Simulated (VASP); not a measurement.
Set up this calculation in VASP 6.6.1, as the native input.

```
Task                   : electric field gradients
Functional             : PBEsol
Potentials or basis    : VASP PAW PBE potentials, release 64 (Ga_d, N)
Cutoff                 : 520 eV
k mesh                 : 13 × 13 × 13
Occupations            : fermi-dirac, width 0.02 eV
Spin                   : no spin polarisation
Dipole correction      : no
Further INCAR settings : ALGO = Normal; EDIFF = 1e-08; NBANDS = 16
```

The structure of GaN lies in POSCAR:

```
GaN
1.0
    0.0199250000      2.0024625000      2.0024625000
    2.0024625000      0.0199250000      2.0024625000
    2.0024625000      2.0024625000      0.0199250000
Ga N
1 1
Direct
    0.5000000000      0.5000000000      0.5000000000
    0.0000000000      0.0000000000      0.0000000000
```

This cell differs from its parent crystal: equal xy, yz and zx shear strains of +1 %.

These files were run (other wordings do the same):

INCAR

```
SYSTEM = GaN
  ALGO = Normal
  EDIFF = 1E-8
  ENCUT = 520
  GGA = PS
  ISIF = 2
  ISMEAR = -1
  LASPH = .TRUE.
  LCHARG = .FALSE.
  LEFG = .TRUE.
  LREAL = .FALSE.
  LWAVE = .FALSE.
  NBANDS = 16
  NELM = 60
  PREC = Accurate
  SIGMA = 0.02
```

KPOINTS

```
k-points
0
G
  13 13 13
  0 0 0
```

Potentials or basis: VASP PAW PBE potentials, release 64 (Ga_d, N).

Command:

```bash
$ cat potpaw_PBE.64/Ga_d/POTCAR potpaw_PBE.64/N/POTCAR > POTCAR
$ mpirun -np 1 vasp_std > vasp.out
```

It gave:

```
Pressure               : 59.5 GPa
Band gap on the k mesh : 1.76 eV, indirect (least direct gap 5.13 eV)
```

Caveat: the cell differs from its parent crystal (equal xy, yz and zx shear strains of +1 %); without QUAD_EFG the Cq values of the log hold for a quadrupole moment of 1 mb, not for the nuclei; the PAW data sets were made with another functional, which shifts forces and pressure a little.

Wall time 62 s on 1 thread of Intel(R) Xeon(R) Platinum 8259CL CPU @ 2.50GHz (Skylake/Cascade Lake), with other jobs on the host, peak memory 0.18 GiB.
